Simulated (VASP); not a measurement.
# HfN (rocksalt type) (Fm-3m) in VASP: notebook

HfN (rocksalt type) is run at these levels: r2SCAN, PBEsol; tasks: single point, relaxation of cell and atoms.

Everything below comes from runs of VASP 6.6.1. Logs are shortened: lines on timing, memory, paths and dates and some standing lists are left out, and cuts for length are marked.

## (1) The cell of the first run

It takes space group Fm-3m (No. 225, cubic). The conventional cell has a = 4.378 Å, b = 4.378 Å, c = 4.378 Å, α = 90.00°, β = 90.00°, γ = 90.00°. Within 2.9 Å of Hf (site symmetry m-3m) lie 6 N at 2.19 Å. Within 2.9 Å of N (site symmetry m-3m) lie 6 Hf at 2.19 Å.

## (2) Single point, r2SCAN

The input, POSCAR:

```
HfN
1.0
    0.0000000000      2.1891343337      2.1891343337
    2.1891343337      0.0000000000      2.1891343337
    2.1891343337      2.1891343337      0.0000000000
Hf N
1 1
Direct
    0.0000000000      0.0000000000      0.0000000000
    0.5000000000      0.5000000000      0.5000000000
```

The input, INCAR.step1:

```
PREC = Accurate
ENCUT = 520
ISMEAR = -1
SIGMA = 0.1
LREAL = False
LASPH = True
NELM = 80
NBANDS = 14
GGA = PE
ALGO = Normal
EDIFF = 1E-4
LWAVE = True
LCHARG = False
```

The input, INCAR.step2:

```
PREC = Accurate
ENCUT = 520
EDIFF = 1E-7
ISMEAR = -1
SIGMA = 0.1
LREAL = False
LASPH = True
NELM = 80
ALGO = Normal
ISIF = 2
LWAVE = False
LCHARG = False
METAGGA = R2SCAN
LMIXTAU = True
NBANDS = 14
ISTART = 1
```

The input, KPOINTS:

```
regular mesh
0
Gamma
  15 15 15
```

Potentials or basis: VASP PAW PBE potentials, release 64 (Hf_pv, N).

Started as:

```sh
$ cat potpaw_PBE.64/Hf_pv/POTCAR potpaw_PBE.64/N/POTCAR > POTCAR
$ cp INCAR.step1 INCAR
$ mpirun -np 1 vasp_std > vasp.out
$ cp INCAR.step2 INCAR
$ mpirun -np 1 vasp_std > vasp.out
```

OUTCAR:

```text
PREC = Accurate
   ENCUT = 520
   EDIFF = 1E-7
   ISMEAR = -1
   LREAL = False
   LASPH = True
   NELM = 80
   ISIF = 2
   METAGGA = R2SCAN
   ISTART = 1

 ion  position               nearest neighbor table
   1  0.000  0.000  0.000-   2 2.19   2 2.19   2 2.19   2 2.19   2 2.19   2 2.19
   2  0.500  0.500  0.500-   1 2.19   1 2.19   1 2.19   1 2.19   1 2.19   1 2.19

  LATTYP: Found a face centered cubic cell.
 ALAT       =     4.3782686674

  Lattice vectors:

 A1 = (   0.0000000000,   2.1891343337,   2.1891343337)
 A2 = (   2.1891343337,   0.0000000000,   2.1891343337)
 A3 = (   2.1891343337,   2.1891343337,   0.0000000000)

Analysis of symmetry for initial positions (statically):
=====================================================================
 Subroutine PRICEL returns:
 Original cell was already a primitive cell.

 Routine SETGRP: Setting up the symmetry group for a
 face centered cubic supercell.

 Subroutine GETGRP returns: Found 48 space group operations
 (whereof 48 operations were pure point group operations)
 out of a pool of 48 trial point group operations.

The static configuration has the point symmetry O_h .

Analysis of symmetry for dynamics (positions and initial velocities):
=====================================================================
 Subroutine PRICEL returns:
 Original cell was already a primitive cell.

 Routine SETGRP: Setting up the symmetry group for a
 face centered cubic supercell.

 Subroutine GETGRP returns: Found 48 space group operations
 (whereof 48 operations were pure point group operations)
 out of a pool of 48 trial point group operations.

The dynamic configuration has the point symmetry O_h .

 Subroutine INISYM returns: Found 48 space group operations
 (whereof 48 operations are pure point group operations),
 and found     1 'primitive' translations

----------------------------------------------------------------------------------------

                                     Primitive cell

  volume of cell :      20.9820

  direct lattice vectors                    reciprocal lattice vectors
     0.000000000  2.189134334  2.189134334    -0.228400785  0.228400785  0.228400785
     2.189134334  0.000000000  2.189134334     0.228400785 -0.228400785  0.228400785
     2.189134334  2.189134334  0.000000000     0.228400785  0.228400785 -0.228400785

  length of vectors
     3.095903465  3.095903465  3.095903465     0.395601764  0.395601764  0.395601764

  position of ions in fractional coordinates (direct lattice)
     0.000000000  0.000000000  0.000000000
     0.500000000  0.500000000  0.500000000

[... 87 lines left out ...]
   NELECT =      15.0000    total number of electrons
   NUPDOWN=      -1.0000    fix difference up-down
   EMIN   =  10.00;   EMAX   =-10.00  energy-range for DOS
   EFERMI =   0.00;   METHOD = LEGACY
   ISMEAR =    -1;   SIGMA  =   0.10  broadening in eV -4-tet -1-fermi 0-gaus
   EFERMI_NEDOS =   21; number of points for ismear=-14 and -15
   IALGO  =     38    algorithm
   IMIX   =      4    mixing-type and parameters
     AMIX     =   0.40;   BMIX     =  1.00
     AMIX_MAG =   1.60;   BMIX_MAG =  1.00
  volume/ion in A,a.u.               =      10.49        70.80
  Fermi-wavevector in a.u.,A,eV,Ry     =   1.463826  2.766230 29.154388  2.142787
  Thomas-Fermi vector in A             =   2.579875
   LORBIT       =      0    0 simple, 1 ext, 2 COOP (PROOUT), +10 PAW based schemes
   METAGGA = R2SCAN    functional components
   LHFCALC =     F    Hartree Fock is set to
   AEXX    =    0.0000 exact exchange contribution
   IVDW    =     0    specifies the selected vdW correction
   LEPSILON=     F    determine dielectric tensor
   LRPA    =     F    only Hartree local field effects (RPA)
 non-spin polarized calculation
  energy-cutoff  :      520.00
  volume of cell :       20.98
 maximum number of plane-waves:       576
   NGX = 11   NGY = 11   NGZ = 11

 number of electron      15.0000001 magnetization

 Free energy of the ion-electron system (eV)
  ---------------------------------------------------
  ext. energy  EPLUGINS =         0.00000000
  ---------------------------------------------------
  free energy    TOTEN  =       -58.06285772 eV

  energy without entropy =      -58.04539535  energy(sigma->0) =      -58.05412654

 E-fermi :   9.3935     XC(G=0): -14.1263

 val. band max:        9.3424205245   @ k =  -0.3333   0.4667   0.2000
 cond. band min:       9.3992025674   @ k =   0.2667   0.0667   0.0000
 fundamental gap:      0.0567820429
 Fermi energy:         9.3935093327

 k-point     1 :       0.0000    0.0000    0.0000
  band No.  band energies     occupation
      1     -22.7565      2.00000
      2     -22.7565      2.00000
      3     -22.7565      2.00000
      4      -9.8759      2.00000
      5       5.8513      2.00000
      6       5.8513      2.00000
      7       5.8513      2.00000
      8       8.9948      1.96355
      9       8.9948      1.96355
     10       8.9948      1.96355
     11      11.6349      0.00000
     12      11.6349      0.00000
     13      12.4470      0.00000
     14      19.6899      0.00000
[... 377 lines left out ...]
      1     -23.1622      2.00000
      2     -22.8620      2.00000
      3     -22.8479      2.00000
      4      -8.9444      2.00000
      5       2.6538      2.00000
      6       4.8412      2.00000
      7       4.9675      2.00000
      8       7.9116      2.00000
      9      11.2188      0.00000
     10      11.2402      0.00000
     11      12.5412      0.00000
     12      13.1649      0.00000
     13      16.6326      0.00000
     14      20.8711      0.00000

 [... further k-points ...]

------------------------ aborting loop because EDIFF is reached ----------------------------------------

  FORCE on cell =-STRESS in cart. coord.  units (eV):
  Direction    XX          YY          ZZ          XY          YZ          ZX
  --------------------------------------------------------------------------------------
  -------------------------------------------------------------------------------------
  Total        4.1580467      4.1580467      4.1580467      0.0000000      0.0000000      0.0000000
  in kB      317.5065686    317.5065686    317.5065686      0.0000000      0.0000000      0.0000000
  external PRESSURE =     317.5065686 kB  Pullay stress =       0.0000000 kB

 VOLUME and BASIS-vectors are now :
 -----------------------------------------------------------------------------
  energy-cutoff  :      520.00
  volume of cell :       20.98
      direct lattice vectors                 reciprocal lattice vectors
     0.000000000  2.189134334  2.189134334    -0.228400785  0.228400785  0.228400785
     2.189134334  0.000000000  2.189134334     0.228400785 -0.228400785  0.228400785
     2.189134334  2.189134334  0.000000000     0.228400785  0.228400785 -0.228400785

 POSITION                                       TOTAL-FORCE (eV/Angst)
 -----------------------------------------------------------------------------------
      0.00000      0.00000      0.00000         0.000000      0.000000      0.000000
      2.18913      2.18913      2.18913        -0.000000     -0.000000     -0.000000
 -----------------------------------------------------------------------------------
    total drift:                                0.000000     -0.000000     -0.000000

  FREE ENERGIE OF THE ION-ELECTRON SYSTEM (eV)
  ---------------------------------------------------
  free  energy   TOTEN  =       -58.0628577206 eV

  energy  without entropy=      -58.0453953518  energy(sigma->0) =      -58.05412654
```

OUTCAR.step1:

```text
PREC = Accurate
   ENCUT = 520
   ISMEAR = -1
   LREAL = False
   LASPH = True
[... 628 lines left out ...]
      0.00000      0.00000      0.00000        -0.000000      0.000000      0.000000
      2.18913      2.18913      2.18913         0.000000     -0.000000     -0.000000
 -----------------------------------------------------------------------------------
    total drift:                                0.000000     -0.000000     -0.000000

  FREE ENERGIE OF THE ION-ELECTRON SYSTEM (eV)
  ---------------------------------------------------
  free  energy   TOTEN  =       -21.5291036334 eV

  energy  without entropy=      -21.5111449275  energy(sigma->0) =      -21.52012428
```

OSZICAR.step1:

```text
N       E                     dE             d eps       ncg     rms          rms(c)
DAV:   1     0.387418739210E+02    0.38742E+02   -0.79042E+03  3376   0.102E+03
DAV:   2    -0.226977997700E+02   -0.61440E+02   -0.57616E+02  4350   0.241E+02
DAV:   3    -0.245369677987E+02   -0.18392E+01   -0.18303E+01  3918   0.343E+01
DAV:   4    -0.245428599592E+02   -0.58922E-02   -0.58916E-02  4032   0.222E+00
DAV:   5    -0.245428908877E+02   -0.30929E-04   -0.30928E-04  3898   0.138E-01    0.594E+01
DAV:   6    -0.215904099116E+02    0.29525E+01   -0.77946E+00  3878   0.228E+01    0.486E+01
DAV:   7    -0.215483376799E+02    0.42072E-01   -0.45044E-01  4236   0.592E+00    0.283E+01
DAV:   8    -0.215323755761E+02    0.15962E-01   -0.55864E-02  4242   0.210E+00    0.505E+00
DAV:   9    -0.215292936121E+02    0.30820E-02   -0.10545E-02  3774   0.799E-01    0.192E+00
DAV:  10    -0.215291293510E+02    0.16426E-03   -0.11001E-03  4496   0.320E-01    0.377E-01
DAV:  11    -0.215291036334E+02    0.25718E-04   -0.72773E-05  2250   0.889E-02
   1 F= -.21529104E+02 E0= -.21520124E+02  d E =-.179587E-01
```

Run time: 2.3 min. Hardware: 1 thread of Intel Xeon 8259CL, shared host; peak memory 0.17 GiB.

What came out:

```
Free energy : -58.0629 eV
Pressure    : 31.8 GPa
```

Caveat: the PAW data sets were made with another functional, which shifts forces and pressure a little; spin-orbit coupling is left out, which moves the levels of the heavy elements.

## (3) Relaxation of cell and atoms, PBEsol

This run uses another cell than the first one, of 10.00 Å³/atom, 0.953 times its volume.

The input, INCAR:

```
ALGO = Normal
EDIFF = 1E-6
EDIFFG = -0.005
ENCUT = 600
GGA = PS
IBRION = 2
ISIF = 3
ISMEAR = -1
LASPH = T
LCHARG = F
LREAL = F
LWAVE = F
NELM = 100
NSW = 60
PREC = Accurate
SIGMA = 0.1
```

The input, KPOINTS:

```
k-points
0
Gamma
  15 15 15
```

The input, POSCAR:

```
HfN
1.0
    0.0000000000      2.1544346900      2.1544346900
    2.1544346900      0.0000000000      2.1544346900
    2.1544346900      2.1544346900      0.0000000000
Hf N
1 1
Direct
    0.0000000000      0.0000000000      0.0000000000
    0.5000000000      0.5000000000      0.5000000000
```

Potentials or basis: VASP PAW PBE potentials, release 64 (Hf_pv, N).

Started as:

```sh
$ cat potpaw_PBE.64/Hf_pv/POTCAR potpaw_PBE.64/N/POTCAR > POTCAR
$ mpirun -np 1 vasp_std > vasp.out
```

OUTCAR:

```text
EDIFF = 1E-6
   EDIFFG = -0.005
   ENCUT = 600
   GGA = PS
   IBRION = 2
   ISIF = 3
   ISMEAR = -1
   LASPH = T
   LREAL = F
   NELM = 100
   NSW = 60
   PREC = Accurate

 ion  position               nearest neighbor table
   1  0.000  0.000  0.000-   2 2.15   2 2.15   2 2.15   2 2.15   2 2.15   2 2.15
   2  0.500  0.500  0.500-   1 2.15   1 2.15   1 2.15   1 2.15   1 2.15   1 2.15

  LATTYP: Found a face centered cubic cell.
 ALAT       =     4.3088693800

  Lattice vectors:

 A1 = (   0.0000000000,   2.1544346900,   2.1544346900)
 A2 = (   2.1544346900,   0.0000000000,   2.1544346900)
 A3 = (   2.1544346900,   2.1544346900,   0.0000000000)

Analysis of symmetry for initial positions (statically):
=====================================================================
 Subroutine PRICEL returns:
 Original cell was already a primitive cell.

 Routine SETGRP: Setting up the symmetry group for a
 face centered cubic supercell.

 Subroutine GETGRP returns: Found 48 space group operations
 (whereof 48 operations were pure point group operations)
 out of a pool of 48 trial point group operations.

The static configuration has the point symmetry O_h .

Analysis of symmetry for dynamics (positions and initial velocities):
=====================================================================
 Subroutine PRICEL returns:
 Original cell was already a primitive cell.

 Routine SETGRP: Setting up the symmetry group for a
[... 338 lines left out ...]
 Free energy of the ion-electron system (eV)
  ---------------------------------------------------
  ext. energy  EPLUGINS =         0.00000000
  ---------------------------------------------------
  free energy    TOTEN  =       -23.00203036 eV

  energy without entropy =      -22.98255359  energy(sigma->0) =      -22.99229197

 E-fermi :   8.3582     XC(G=0): -12.9907

 val. band max:        8.3433141174   @ k =   0.2667   0.0667   0.0000
 cond. band min:       8.3979978265   @ k =  -0.1333   0.0667   0.0000
 fundamental gap:      0.0546837091
 Fermi energy:         8.3581662887

 k-point     1 :       0.0000    0.0000    0.0000
  band No.  band energies     occupation
      1     -22.6232      2.00000
      2     -22.6232      2.00000
      3     -22.6232      2.00000
      4      -9.1859      2.00000
      5       5.3571      2.00000
      6       5.3571      2.00000
      7       5.3571      2.00000
      8       7.9817      1.95472
      9       7.9817      1.95472
     10       7.9817      1.95472
     11      10.3535      0.00000
[... 309 lines left out ...]
 k-point    24 :       0.2000    0.1333    0.0000
  band No.  band energies     occupation
      1     -22.9256      2.00000
      2     -22.7061      2.00000
      3     -22.6956      2.00000
      4      -8.3771      2.00000
      5       2.3918      2.00000
      6       4.3901      2.00000
      7       4.5203      2.00000
      8       7.0259      2.00000
      9       9.9655      0.00000
     10      10.0070      0.00000
     11      11.2707      0.00000

 [... further k-points ...]

------------------------ aborting loop because EDIFF is reached ----------------------------------------

  FORCE on cell =-STRESS in cart. coord.  units (eV):
  Direction    XX          YY          ZZ          XY          YZ          ZX
  --------------------------------------------------------------------------------------
  -------------------------------------------------------------------------------------
  Total        0.0056633      0.0056633      0.0056633      0.0000000      0.0000000      0.0000000
  in kB        0.4008841      0.4008841      0.4008841      0.0000000      0.0000000      0.0000000
  external PRESSURE =       0.4008841 kB  Pullay stress =       0.0000000 kB
[... 17 lines left out ...]
  FREE ENERGIE OF THE ION-ELECTRON SYSTEM (eV)
  ---------------------------------------------------
  free  energy   TOTEN  =       -23.0020303567 eV

  energy  without entropy=      -22.9825535902  energy(sigma->0) =      -22.99229197

 reached required accuracy - stopping structural energy minimisation
```

OSZICAR:

```text
N       E                     dE             d eps       ncg     rms          rms(c)
DAV:   1     0.460610207093E+02    0.46061E+02   -0.90782E+03  2640   0.147E+03
DAV:   2    -0.230370592249E+02   -0.69098E+02   -0.65168E+02  3547   0.290E+02
DAV:   3    -0.254014029140E+02   -0.23643E+01   -0.23336E+01  3384   0.464E+01
DAV:   4    -0.254205157722E+02   -0.19113E-01   -0.19048E-01  3131   0.414E+00
[... 102 lines left out ...]
DAV:   2    -0.230020288057E+02    0.50779E-06   -0.70375E-07  1347   0.827E-03
  19 F= -.23002029E+02 E0= -.22992293E+02  d E =-.380739E-05
       N       E                     dE             d eps       ncg     rms          rms(c)
DAV:   1    -0.230020329969E+02   -0.36834E-05   -0.57149E-05  2652   0.780E-02    0.305E-02
DAV:   2    -0.230020310082E+02    0.19887E-05   -0.29131E-06  2327   0.165E-02    0.149E-02
DAV:   3    -0.230020303567E+02    0.65151E-06   -0.13995E-06  2147   0.121E-02
  20 F= -.23002030E+02 E0= -.22992292E+02  d E =-.535831E-05
```

It took 3.6 min on 1 thread of Intel Xeon 8259CL, shared host; peak memory 0.18 GiB.

Results:

```
Free energy                            : -23.0020 eV
Relaxed volume                         : 11.32 Å³/atom
Relaxed cell                           : a = 3.175 Å, b = 3.175 Å, c = 3.175 Å, α = 60.00°, β = 60.00°, γ = 60.00°
Space group after relaxing (to 0.05 Å) : Fm-3m (No. 225)
Energy gained by relaxing              : 173.7 meV/atom
Ionic steps                            : 20
Pressure after relaxing                : 0.0 GPa
```

The path:
```csv
step,energy change (eV),largest force (eV/Å),pressure (GPa),volume (Å³)
1,0.0000,0.0000,47.15,20.00
2,0.9101,0.0000,-44.20,29.78
3,-0.3444,0.0000,-3.41,22.91
4,-0.3473,0.0000,-0.56,22.68
5,-0.3474,0.0000,0.15,22.62
6,-0.3474,0.0000,0.16,22.62
7,-0.3474,0.0000,0.16,22.62
8,-0.3474,0.0000,0.15,22.62
9,-0.3474,0.0000,0.15,22.62
10,-0.3474,0.0000,0.15,22.62
11,-0.3474,0.0000,0.15,22.62
12,-0.3474,0.0000,0.15,22.62
13,-0.3474,0.0000,0.15,22.62
14,-0.3474,0.0000,0.15,22.62
15,-0.3474,0.0000,0.15,22.62
16,-0.3474,0.0000,0.15,22.62
17,-0.3474,0.0000,0.15,22.63
18,-0.3474,0.0000,0.15,22.63
19,-0.3474,0.0000,0.14,22.63
20,-0.3474,0.0000,0.04,22.63
```

Final structure:
```xyz
2
Lattice="0.0000 2.2451 2.2451 2.2451 0.0000 2.2451 2.2451 2.2451 0.0000" Properties=species:S:1:pos:R:3 pbc="T T T"
Hf    4.4903    4.4903    4.4903
N     2.2451    2.2451    2.2451
```

Levels at points of the mesh, in eV from the Fermi level:
```
           k point  band 6  band 7  band 8  band 9  band 10  band 11
(0.00, 0.00, 0.00)   -3.00   -3.00   -0.38   -0.38    -0.38     2.00
```

Caveat: the PAW data sets were made with another functional, which shifts forces and pressure a little; spin-orbit coupling is left out, which moves the levels of the heavy elements.
